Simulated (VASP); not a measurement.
**HfN: density of states with PBE**

HfN:

```xyz
2
Lattice="0.0000 2.2739 2.2739 2.2739 0.0000 2.2739 2.2739 2.2739 0.0000" Properties=species:S:1:pos:R:3 pbc="T T T"
Hf    0.0000    0.0000    0.0000
N     2.2739    2.2739    2.2739
```

* Program: VASP 6.6.1
* Task: density of states
* Functional: PBE
* Potentials or basis: VASP PAW PBE potentials, release 64 (Hf_pv, N)
* Cutoff: 520 eV
* k mesh: 20 × 20 × 20
* Occupations: gaussian, width 0.1 eV
* Spin: no spin polarisation
* Dipole correction: no
* k mesh for the DOS: 30 × 30 × 30
* Occupations for the DOS: tetrahedron
* Further INCAR settings: ALGO = Normal; EDIFF = 1e-06; NBANDS = 14

The valence electrons inside the program's atomic spheres are Hf 8.56; N 3.73.

Levels at points of the mesh, in eV from the Fermi level:
```tsv
k point	band 5	band 6	band 7	band 8	band 9	band 10	band 11	band 12
(0.00, 0.00, 0.00)	-3.02	-3.02	-3.02	-0.35	-0.35	-0.35	1.60	1.91
(0.50, 0.00, 0.00)	-8.79	-6.10	-6.10	3.17	3.59	3.59	4.31	8.59
(0.50, 0.50, 0.00)	-5.43	-3.73	-3.70	-3.70	3.98	5.35	5.36	5.36
```

Run time: 53 s on 1 thread of Intel(R) Xeon(R) 6975P-C (Granite Rapids) (shared host), peak memory 0.35 GiB.

Caveat: spin-orbit coupling is left out, which moves the levels of the heavy elements.
